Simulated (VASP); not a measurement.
Set up this calculation in VASP 6.6.1, as the native input.

| Property | Result |
| --- | --- |
| Task | single point |
| Functional | PBE |
| Potentials or basis | VASP PAW PBE potentials, release 64 (Cd) |
| Cutoff | 520 eV |
| k mesh | 18 × 18 × 18 |
| Occupations | gaussian, width 0.1 eV |
| Spin | no spin polarisation |
| Dipole correction | no |
| Further INCAR settings | ALGO = Normal; EDIFF = 1e-06; NBANDS = 12 |

The structure of Cd lies in POSCAR:

```
Cd
1.0
   -1.9798953008      1.9798953008      1.4828693909
    1.9798953008     -1.9798953008      1.4828693909
    1.9798953008      1.9798953008     -1.4828693909
Cd
1
Direct
    0.0000000000      0.0000000000      0.0000000000
```

These files were run (other wordings do the same):

INCAR

```
  PREC = Accurate
  ENCUT = 520
  EDIFF = 1E-6
  ISMEAR = 0
  SIGMA = 0.1
  LREAL = False
  LASPH = True
  NELM = 100
  ALGO = Normal
  ISIF = 2
  LWAVE = False
  LCHARG = False
  GGA = PE
  NBANDS = 12
```

KPOINTS

```
regular mesh
0
Gamma
  18 18 18
```

Potentials or basis: VASP PAW PBE potentials, release 64 (Cd).

The run is started by

```console
$ cat potpaw_PBE.64/Cd/POTCAR > POTCAR
$ mpirun -np 1 vasp_std > vasp.out
```

Results of the run:

```
Pressure               : 0.2 GPa
Band gap on the k mesh : zero (bands 6 and 7 overlap by 5.27 eV)
```

Wall time 50 s on 1 thread of Intel(R) Xeon(R) 6975P-C (Granite Rapids), on a shared host, peak memory 0.24 GiB.
